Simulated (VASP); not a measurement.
ZnS (Wurtzite-2H), 4 atoms in the cell. It takes space group P6_3mc (No. 186, hexagonal). The conventional cell has a = 3.884 Å, b = 3.884 Å, c = 6.366 Å, α = 90.00°, β = 90.00°, γ = 120.00°. Zn (site symmetry 3m) has 4 S at 2.38 Å within 3.1 Å. S (site symmetry 3m) has 4 Zn at 2.38 Å within 3.1 Å.  This cell differs from its parent crystal: volume changed by +3%.

| Quantity | Value |
| --- | --- |
| Program | VASP 6.6.1 |
| Task | single point |
| Functional | PBE |
| Potentials or basis | VASP PAW PBE potentials, release 64 (Zn, S) |
| Cutoff | 500 eV |
| k mesh | 6 × 6 × 4 |
| Occupations | gaussian, width 0.01 eV |
| Spin | no spin polarisation |
| Dipole correction | no |
| Further INCAR settings | ALGO = Normal; EDIFF = 1e-06; NBANDS = 26 |

Potentials or basis: VASP PAW PBE potentials, release 64 (Zn, S).

Run with:

```sh
$ cat potpaw_PBE.64/Zn/POTCAR potpaw_PBE.64/S/POTCAR > POTCAR
$ mpirun -np 1 vasp_std > vasp.out
```

Hardware: 1 thread of Intel(R) Xeon(R) Platinum 8488C (Sapphire Rapids), on a shared host.

Problem. How long does it take, and how much memory?

Solution. It took 28 s on 1 thread of Intel(R) Xeon(R) Platinum 8488C (Sapphire Rapids) (shared host), peak memory 0.19 GiB. Counts: scf iterations 14, k points 21.
